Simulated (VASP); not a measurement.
# Ag (P6_3/mmc) in VASP: further runs, part 2 of 2

VASP 6.6.1. The steps go on from the part before.

**3. Single point, r2SCAN (strain +0.030 along x and y, -0.030 along z)**

POSCAR reads:

```
Ag
1.0
    2.9923652739      0.0000000000      0.0000000000
   -1.4961826370      2.5914643446      0.0000000000
    0.0000000000      0.0000000000      9.1829847625
Ag
4
Direct
    0.3333333333      0.6666666667      0.2500000000
    0.6666666667      0.3333333333      0.7500000000
    0.0000000000      0.0000000000      0.0000000000
    0.0000000000      0.0000000000      0.5000000000
```

INCAR.step1 reads:

```
SYSTEM = Ag
PREC = Accurate
ENCUT = 520
ISMEAR = 0
SIGMA = 0.15
LREAL = .FALSE.
LASPH = .TRUE.
NELM = 100
NBANDS = 30
GGA = PE
ALGO = Normal
EDIFF = 1E-4
LWAVE = .TRUE.
LCHARG = .FALSE.
```

INCAR.step2 reads:

```
SYSTEM = Ag
PREC = Accurate
ENCUT = 520
EDIFF = 1E-6
ISMEAR = 0
SIGMA = 0.15
LREAL = .FALSE.
LASPH = .TRUE.
NELM = 100
ALGO = Normal
ISIF = 2
LWAVE = .FALSE.
LCHARG = .FALSE.
METAGGA = R2SCAN
LMIXTAU = .TRUE.
NBANDS = 30
ISTART = 1
```

KPOINTS reads:

```
Automatic mesh
0
G
  18 18 6
  0 0 0
```

Potentials or basis: VASP PAW PBE potentials, release 64 (Ag).

Command:

```console
$ cat potpaw_PBE.64/Ag/POTCAR > POTCAR
$ cp INCAR.step1 INCAR
$ mpirun -np 1 vasp_std > vasp.out
$ cp INCAR.step2 INCAR
$ mpirun -np 1 vasp_std > vasp.out
```

OUTCAR:

```text
SYSTEM = Ag
   PREC = Accurate
   ENCUT = 520
   EDIFF = 1E-6
   ISMEAR = 0
   LREAL = .FALSE.
   LASPH = .TRUE.
   NELM = 100
   ISIF = 2
   METAGGA = R2SCAN
   ISTART = 1

 ion  position               nearest neighbor table
   1  0.333  0.667  0.250-   3 2.87   4 2.87   3 2.87   4 2.87   3 2.87   4 2.87
   2  0.667  0.333  0.750-   3 2.87   4 2.87   3 2.87   4 2.87   3 2.87   4 2.87
   3  0.000  0.000  0.000-   1 2.87   2 2.87   2 2.87   1 2.87   2 2.87   1 2.87
   4  0.000  0.000  0.500-   1 2.87   2 2.87   2 2.87   1 2.87   2 2.87   1 2.87

  LATTYP: Found a hexagonal cell.
 ALAT       =     2.9923652739
[... 994 lines left out ...]
  --------------------------------------------------------------------------------------
  -------------------------------------------------------------------------------------
  Total       -1.7108429     -1.7108429      0.5266262      0.0000000      0.0000000      0.0000000
  in kB      -38.4925779    -38.4925779     11.8486628      0.0000000      0.0000000      0.0000000
  external PRESSURE =     -21.7121644 kB  Pullay stress =       0.0000000 kB

 VOLUME and BASIS-vectors are now :
 -----------------------------------------------------------------------------
  energy-cutoff  :      520.00
  volume of cell :       71.21
      direct lattice vectors                 reciprocal lattice vectors
     2.992365274  0.000000000  0.000000000     0.334183801  0.192941107  0.000000000
    -1.496182637  2.591464345  0.000000000     0.000000000  0.385882214  0.000000000
     0.000000000  0.000000000  9.182984763     0.000000000  0.000000000  0.108897055

 POSITION                                       TOTAL-FORCE (eV/Angst)
 -----------------------------------------------------------------------------------
     -0.00000      1.72764      2.29575        -0.000000     -0.000000      0.000000
      1.49618      0.86382      6.88724         0.000000      0.000000     -0.000000
      0.00000      0.00000      0.00000         0.000000      0.000000      0.000000
      0.00000      0.00000      4.59149         0.000000      0.000000      0.000000
 -----------------------------------------------------------------------------------
    total drift:                               -0.000000      0.000000      0.000000

  FREE ENERGIE OF THE ION-ELECTRON SYSTEM (eV)
  ---------------------------------------------------
  free  energy   TOTEN  =       -85.3666520205 eV

  energy  without entropy=      -85.3556445866  energy(sigma->0) =      -85.36114830
```

OSZICAR.step1:

```text
N       E                     dE             d eps       ncg     rms          rms(c)
DAV:   1     0.294744972521E+03    0.29474E+03   -0.22668E+04  8920   0.144E+03
DAV:   2    -0.531170972970E+01   -0.30006E+03   -0.28456E+03  9276   0.331E+02
DAV:   3    -0.117506251011E+02   -0.64389E+01   -0.64020E+01 10160   0.551E+01
DAV:   4    -0.117799632619E+02   -0.29338E-01   -0.29334E-01  9528   0.364E+00
DAV:   5    -0.117802618481E+02   -0.29859E-03   -0.29858E-03 10128   0.395E-01    0.940E+00
DAV:   6    -0.108563675486E+02    0.92389E+00   -0.28648E+00  9402   0.138E+01    0.622E+00
DAV:   7    -0.108301621284E+02    0.26205E-01   -0.37942E-02  9858   0.127E+00    0.351E+00
DAV:   8    -0.108204515049E+02    0.97106E-02   -0.24950E-03  9618   0.337E-01    0.148E-01
DAV:   9    -0.108204685050E+02   -0.17000E-04   -0.50034E-05  6450   0.618E-02
   1 F= -.10820469E+02 E0= -.10814632E+02  d E =-.116731E-01
```

It took 6.4 min on 1 thread of Intel Xeon 6975P-C (Granite Rapids), shared host; peak memory 0.37 GiB.

Results:

```yaml
Free_energy: -85.3667 eV
Pressure: -2.2 GPa
Band_gap_on_the_k_mesh: zero (band 22 reaches 10.94 eV, above the bottom of band 23 at 4.58 eV)
```

Levels at points of the mesh, in eV from the Fermi level:
```
           k point  band 18  band 19  band 20  band 21  band 22  band 23  band 24  band 25  band 26  band 27
(0.00, 0.00, 0.00)    -4.03    -4.03    -3.70    -3.70    -3.28    -3.28     0.25     4.30    12.54    12.60
(0.50, 0.00, 0.00)    -3.23    -3.14    -3.09    -0.24     0.74     0.82     1.35     4.02     4.17     7.88
(0.00, 0.00, 0.50)    -4.13    -3.48    -3.48    -3.48    -3.48    -2.10    -2.10     7.50     7.50    15.61
(0.50, 0.00, 0.50)    -3.42    -3.25    -3.25     0.13     0.13     1.20     1.20     4.71     4.71     6.47
```

Caveat: the cell differs from its parent crystal (strain +0.030 along x and y, -0.030 along z); the PAW data sets were made with another functional, which shifts forces and pressure a little.
